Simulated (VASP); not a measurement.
A run of VASP 6.6.1 is set up as follows.

The input INCAR:

```
SYSTEM = Si
PREC = Accurate ; ENCUT = 520
EDIFF = 1E-6 ; ISMEAR = -1
SIGMA = 0.02 ; LREAL = .FALSE.
LASPH = .TRUE. ; NELM = 60
ALGO = Normal ; ISIF = 2
LWAVE = .FALSE. ; LCHARG = .FALSE.
GGA = PS ; NBANDS = 16
```

Contents of KPOINTS:

```
regular mesh
0
G
  7 7 5
  0 0 0
```

The input POSCAR:

```
Si
1.0
    2.7169994271      2.7169994271      0.0000000000
   -2.7169994271      2.7169994271      0.0000000000
    0.0000000000      0.0000000000      5.4339988542
Si
4
Direct
    0.2500000000      0.5000000000      0.3750000000
    0.7500000000      0.0000000000      0.8750000000
    0.2500000000      0.0000000000      0.1250000000
    0.7500000000      0.5000000000      0.6250000000
```

Potentials or basis: VASP PAW PBE potentials, release 64 (Si).

Launch:

```bash
$ cat potpaw_PBE.64/Si/POTCAR > POTCAR
$ mpirun -np 1 vasp_std > vasp.out
```

(1) What does it give for the pressure?

(2) Predict the band gap on the k mesh.

Answers

(1) 0.1 GPa.

(2) 0.46 eV.

Caveat: the PAW data sets were made with another functional, which shifts forces and pressure a little.
